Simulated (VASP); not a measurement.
Input of a VASP 6.6.1 run:

INCAR

```
SYSTEM = Lu2ScN3
PREC     = Accurate       ! precision mode
ENCUT    = 520            ! plane-wave cutoff, eV
EDIFF    = 1E-6           ! SCF threshold, eV
ISMEAR   = 0              ! smearing method
SIGMA    = 0.1            ! smearing width, eV
LREAL    = .False.        ! projectors in reciprocal space
LASPH    = .True.         ! aspherical terms in the spheres
NELM     = 80             ! most SCF steps
ALGO     = Normal         ! electronic algorithm
ISIF     = 2              ! what is computed and relaxed
LWAVE    = .False.        ! write WAVECAR
LCHARG   = .False.        ! write CHGCAR
GGA      = PE             ! functional
NBANDS   = 47             ! bands
```

File KPOINTS:

```
regular mesh
0
Gamma
  4 4 6
  0 0 0
```

POSCAR

```
Lu2ScN3
1.0
    2.3270191700     -5.1662067400      0.0000000000
    2.3270191700      5.1662067400      0.0000000000
    0.0000000000      0.0000000000      3.6372516400
Lu Sc N
2 1 3
Direct
    0.6562623200      0.3437376800      0.5000000000
    0.3437376800      0.6562623200      0.5000000000
    0.0000000000      0.0000000000      0.0000000000
    0.1478336900      0.8521663100      0.5000000000
    0.8521663100      0.1478336900      0.5000000000
    0.5000000000      0.5000000000      0.0000000000
```

Potentials or basis: VASP PAW PBE potentials, release 64 (Lu, Sc_sv, N).

Run with:

```console
$ cat potpaw_PBE.64/Lu/POTCAR potpaw_PBE.64/Sc_sv/POTCAR potpaw_PBE.64/N/POTCAR > POTCAR
$ mpirun -np 1 vasp_std > vasp.out
```

(1) What does it give for the pressure?

(2) Predict the band gap on the k mesh.

## Answers

(1) 1.8 GPa.

(2) 0.19 eV, indirect (least direct gap 0.20 eV).

Caveat: spin-orbit coupling is left out, which moves the levels of the heavy elements; forces of over 1 eV/Å act on the atoms, so gaps and moduli don't describe the material at rest.
